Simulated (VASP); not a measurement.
# GaN (P6_3mc) in VASP: single point with r2SCAN+rVV10

Aim: the single point of GaN with r2SCAN+rVV10.

All numbers are computed with VASP 6.6.1; they aren't measurements. Logs are shortened: lines on timing, memory, paths and dates and some standing lists are left out, and cuts for length are marked.

## Step 1: The cell of the first run

Symmetry: P6_3mc, No. 186, hexagonal system. Conventional cell: a = 3.176 Å, b = 3.176 Å, c = 5.173 Å, α = 90.00°, β = 90.00°, γ = 120.00°. Within 2.6 Å of Ga (site symmetry 3m) lie 4 N at 1.94 to 1.95 Å. Within 2.6 Å of N (site symmetry 3m) lie 4 Ga at 1.94 to 1.95 Å.

## Step 2: Single point, r2SCAN+rVV10

Contents of POSCAR:

```
GaN
1.0
    3.1761933982      0.0000000000      0.0000000000
   -1.5880966991      2.7506641701      0.0000000000
    0.0000000000      0.0000000000      5.1734693907
Ga N
2 2
Direct
    0.3333333333      0.6666666667     -0.0008484984
    0.6666666667      0.3333333333      0.4991515016
    0.3333333333      0.6666666667      0.3758484984
    0.6666666667      0.3333333333      0.8758484984
```

Contents of INCAR.step1:

```
PREC     = Accurate       # precision mode
ENCUT    = 520            # plane-wave cutoff, eV
ISMEAR   = -1             # smearing method
SIGMA    = 0.03           # smearing width, eV
LREAL    = False          # projectors in reciprocal space
LASPH    = True           # aspherical terms in the spheres
NELM     = 60             # most SCF steps
NBANDS   = 26             # bands
GGA      = PE             # functional
ALGO     = Normal         # electronic algorithm
EDIFF    = 1E-4           # SCF threshold, eV
LWAVE    = True           # write WAVECAR
LCHARG   = False          # write CHGCAR
```

Contents of INCAR.step2:

```
PREC     = Accurate       # precision mode
ENCUT    = 520            # plane-wave cutoff, eV
EDIFF    = 1E-6           # SCF threshold, eV
ISMEAR   = -1             # smearing method
SIGMA    = 0.03           # smearing width, eV
LREAL    = False          # projectors in reciprocal space
LASPH    = True           # aspherical terms in the spheres
NELM     = 60             # most SCF steps
ALGO     = Normal         # electronic algorithm
ISIF     = 2              # what is computed and relaxed
LWAVE    = False          # write WAVECAR
LCHARG   = False          # write CHGCAR
METAGGA  = R2SCAN         # meta-GGA
LMIXTAU  = True         
LUSE_VDW = True         
IVDW_NL  = 2            
BPARAM   = 11.95        
CPARAM   = 0.0093       
NBANDS   = 26             # bands
ISTART   = 1
```

Contents of KPOINTS:

```
Automatic mesh
0
Gamma
  12 12 6
```

Potentials or basis: VASP PAW PBE potentials, release 64 (Ga_d, N).

The run is started by

```
$ cat potpaw_PBE.64/Ga_d/POTCAR potpaw_PBE.64/N/POTCAR > POTCAR
$ cp INCAR.step1 INCAR
$ mpirun -np 1 vasp_std > vasp.out
$ cp INCAR.step2 INCAR
$ mpirun -np 1 vasp_std > vasp.out
```

OUTCAR:

```text
PREC = Accurate
   ENCUT = 520
   EDIFF = 1E-6
   ISMEAR = -1
   LREAL = False
   LASPH = True
   NELM = 60
   ISIF = 2
   METAGGA = R2SCAN
   IVDW_NL = 2
   BPARAM = 11.95
   ISTART = 1

 ion  position               nearest neighbor table
   1  0.333  0.667  0.999-   4 1.94   4 1.94   4 1.94   3 1.95
   2  0.667  0.333  0.499-   3 1.94   3 1.94   3 1.94   4 1.95
   3  0.333  0.667  0.376-   2 1.94   2 1.94   2 1.94   1 1.95
   4  0.667  0.333  0.876-   1 1.94   1 1.94   1 1.94   2 1.95

  LATTYP: Found a hexagonal cell.
 ALAT       =     3.1761933982
 C/A-ratio  =     1.6288269454

  Lattice vectors:

 A1 = (   3.1761933982,   0.0000000000,   0.0000000000)
 A2 = (  -1.5880966991,   2.7506641701,   0.0000000000)
 A3 = (   0.0000000000,   0.0000000000,   5.1734693907)

Analysis of symmetry for initial positions (statically):
=====================================================================
 Subroutine PRICEL returns:
 Original cell was already a primitive cell.

 Routine SETGRP: Setting up the symmetry group for a
 hexagonal supercell.

 Subroutine GETGRP returns: Found 12 space group operations
 (whereof  6 operations were pure point group operations)
 out of a pool of 24 trial point group operations.

The static configuration has the point symmetry C_3v.
 The point group associated with its full space group is C_6v.

Analysis of symmetry for dynamics (positions and initial velocities):
=====================================================================
 Subroutine PRICEL returns:
 Original cell was already a primitive cell.

 Routine SETGRP: Setting up the symmetry group for a
 hexagonal supercell.

 Subroutine GETGRP returns: Found 12 space group operations
 (whereof  6 operations were pure point group operations)
 out of a pool of 24 trial point group operations.

The dynamic configuration has the point symmetry C_3v.
 The point group associated with its full space group is C_6v.

 Subroutine INISYM returns: Found 12 space group operations
 (whereof  6 operations are pure point group operations),
 and found     1 'primitive' translations

----------------------------------------------------------------------------------------

                                     Primitive cell
[... 91 lines left out ...]
   LSORBIT =      F    spin-orbit coupling
   LASPH  =      T    aspherical Exc in radial PAW
   ENCUT  =  520.0 eV  38.22 Ry    6.18 a.u.   5.91  5.91  9.62*2*pi/ulx,y,z
   NELM   =     60;   NELMIN=  2; NELMDL=  0     # of ELM steps
   EDIFF  = 0.1E-05   stopping-criterion for ELM
   LREAL  =      F    real-space projection
   EDIFFG = 0.1E-04   stopping-criterion for IOM
   NSW    =      0    number of steps for IOM
   IBRION =     -1    ionic relax: 0-MD 1-quasi-New 2-CG
   NFREE  =      0    steps in history (QN), initial steepest desc. (CG)
   ISIF   =      2    stress and relaxation
   ISYM   =      2    0-nonsym 1-usesym 2-fastsym
   POTIM  = 0.5000    time-step for ionic-motion
   TEBEG  =    0.0;   TEEND  =   0.0 temperature during run
   PSTRESS=    0.0 pullay stress
   NELECT =      36.0000    total number of electrons
   NUPDOWN=      -1.0000    fix difference up-down
   EMIN   =  10.00;   EMAX   =-10.00  energy-range for DOS
   EFERMI =   0.00;   METHOD = LEGACY
   ISMEAR =    -1;   SIGMA  =   0.03  broadening in eV -4-tet -1-fermi 0-gaus
   EFERMI_NEDOS =   21; number of points for ismear=-14 and -15
   IALGO  =     38    algorithm
   IMIX   =      4    mixing-type and parameters
     AMIX     =   0.40;   BMIX     =  1.00
     AMIX_MAG =   1.60;   BMIX_MAG =  1.00
  volume/ion in A,a.u.               =      11.30        76.25
  Fermi-wavevector in a.u.,A,eV,Ry     =   1.517517  2.867691 31.332279  2.302858
  Thomas-Fermi vector in A             =   2.626762
   LORBIT       =      0    0 simple, 1 ext, 2 COOP (PROOUT), +10 PAW based schemes
   METAGGA = R2SCAN    functional components
   LHFCALC =     F    Hartree Fock is set to
   AEXX    =    0.0000 exact exchange contribution
   IVDW_NL    =     2    kernel type
   BPARAM     =11.9500
   IVDW    =     0    specifies the selected vdW correction
   LEPSILON=     F    determine dielectric tensor
   LRPA    =     F    only Hartree local field effects (RPA)
 non-spin polarized calculation
  energy-cutoff  :      520.00
  volume of cell :       45.20
 maximum number of plane-waves:      1244
 NGX is ok and might be reduce to    24
   NGX = 11   NGY = 11   NGZ = 19

 number of electron      36.0000003 magnetization

 Free energy of the ion-electron system (eV)
  ---------------------------------------------------
  ext. energy  EPLUGINS =         0.00000000
  ---------------------------------------------------
  free energy    TOTEN  =       -42.82971689 eV

  energy without entropy =      -42.82971689  energy(sigma->0) =      -42.82971689

 E-fermi :   5.7818     XC(G=0): -12.7536

 val. band max:        5.1570776964   @ k =   0.0000   0.0000   0.0000
 cond. band min:       7.5060875828   @ k =   0.0000   0.0000   0.0000
 fundamental gap:      2.3490098864
 Fermi energy:         5.7818295056

 k-point     1 :       0.0000    0.0000    0.0000
  band No.  band energies     occupation
      1     -11.7199      2.00000
      2     -10.6799      2.00000
      3      -8.6558      2.00000
      4      -8.6393      2.00000
      5      -8.6393      2.00000
      6      -8.5692      2.00000
[... 685 lines left out ...]
     25      17.2928      0.00000
     26      19.1620      0.00000

 [... further k-points ...]

------------------------ aborting loop because EDIFF is reached ----------------------------------------

  FORCE on cell =-STRESS in cart. coord.  units (eV):
  Direction    XX          YY          ZZ          XY          YZ          ZX
  --------------------------------------------------------------------------------------
  -------------------------------------------------------------------------------------
  Total        0.3063413      0.3063413      0.2623604      0.0000000      0.0000000      0.0000000
  in kB       10.8589988     10.8589988      9.2999889      0.0000000      0.0000000      0.0000000
  external PRESSURE =      10.3393288 kB  Pullay stress =       0.0000000 kB

 VOLUME and BASIS-vectors are now :
 -----------------------------------------------------------------------------
  energy-cutoff  :      520.00
  volume of cell :       45.20
      direct lattice vectors                 reciprocal lattice vectors
     3.176193398  0.000000000  0.000000000     0.314842289  0.181774280  0.000000000
    -1.588096699  2.750664170  0.000000000     0.000000000  0.363548561  0.000000000
     0.000000000  0.000000000  5.173469391     0.000000000  0.000000000  0.193293885

 POSITION                                       TOTAL-FORCE (eV/Angst)
 -----------------------------------------------------------------------------------
     -0.00000      1.83378      5.16908         0.000000      0.000000      0.005543
      1.58810      0.91689      2.58235         0.000000     -0.000000      0.005543
     -0.00000      1.83378      1.94444        -0.000000      0.000000     -0.005543
      1.58810      0.91689      4.53118        -0.000000      0.000000     -0.005543
 -----------------------------------------------------------------------------------
    total drift:                                0.000002      0.000004      0.037027

  FREE ENERGIE OF THE ION-ELECTRON SYSTEM (eV)
  ---------------------------------------------------
  free  energy   TOTEN  =       -42.8297168889 eV

  energy  without entropy=      -42.8297168888  energy(sigma->0) =      -42.82971689
```

OSZICAR.step1:

```text
N       E                     dE             d eps       ncg     rms          rms(c)
DAV:   1     0.280960113497E+03    0.28096E+03   -0.17705E+04  4300   0.259E+03
DAV:   2     0.820888051314E+01   -0.27275E+03   -0.25698E+03  4312   0.494E+02
DAV:   3    -0.270941118025E+02   -0.35303E+02   -0.34799E+02  4648   0.144E+02
DAV:   4    -0.283101252478E+02   -0.12160E+01   -0.12104E+01  4614   0.286E+01
DAV:   5    -0.283372385107E+02   -0.27113E-01   -0.27084E-01  4872   0.406E+00    0.110E+01
DAV:   6    -0.242036774947E+02    0.41336E+01   -0.10007E+01  6524   0.495E+01    0.307E+00
DAV:   7    -0.243027802572E+02   -0.99103E-01   -0.14362E+00  4194   0.904E+00    0.272E+00
DAV:   8    -0.242985144284E+02    0.42658E-02   -0.14372E-01  6490   0.515E+00    0.793E-01
DAV:   9    -0.242842525970E+02    0.14262E-01   -0.47776E-02  6502   0.373E+00    0.333E-01
DAV:  10    -0.242848293653E+02   -0.57677E-03   -0.40264E-03  4170   0.415E-01    0.643E-02
DAV:  11    -0.242847848272E+02    0.44538E-04   -0.39774E-04  4790   0.374E-01
   1 F= -.24284785E+02 E0= -.24284785E+02  d E =-.447114E-10
```

It took 5.5 min on 1 thread of AMD EPYC 7R13 (Zen 3), shared host; peak memory 0.29 GiB.

What came out:

```
Free energy            : -42.8297 eV
Pressure               : 1.0 GPa
Largest force          : 0.006 eV/Å
Band gap on the k mesh : 2.35 eV, direct
```

Forces on the atoms (eV/Å):
```
Ga   0.000  0.000  0.006
Ga   0.000  0.000  0.006
N    0.000  0.000 -0.006
N    0.000  0.000 -0.006
```

Stress tensor (GPa, compression positive):
```
1.09 0.00 0.00
0.00 1.09 0.00
0.00 0.00 0.93
```

Levels at points of the mesh, in eV from the valence-band top:
| k point | band 14 | band 15 | band 16 | band 17 | band 18 | band 19 | band 20 | band 21 | band 22 | band 23 |
| --- | --- | --- | --- | --- | --- | --- | --- | --- | --- | --- |
| (0.00, 0.00, 0.00) | -1.08 | -1.08 | -0.04 | 0.00 | 0.00 | 2.35 | 4.83 | 9.95 | 10.61 | 10.61 |
| (0.50, 0.00, 0.00) | -5.43 | -4.34 | -2.86 | -2.27 | -1.04 | 5.55 | 6.13 | 6.52 | 9.39 | 11.07 |
| (0.00, 0.00, 0.50) | -3.95 | -0.55 | -0.55 | -0.55 | -0.55 | 4.78 | 4.78 | 9.18 | 9.18 | 11.13 |
| (0.50, 0.00, 0.50) | -6.77 | -2.03 | -2.03 | -1.97 | -1.97 | 4.87 | 4.87 | 8.44 | 8.44 | 10.76 |

Caveat: the PAW data sets were made with another functional, which shifts forces and pressure a little.
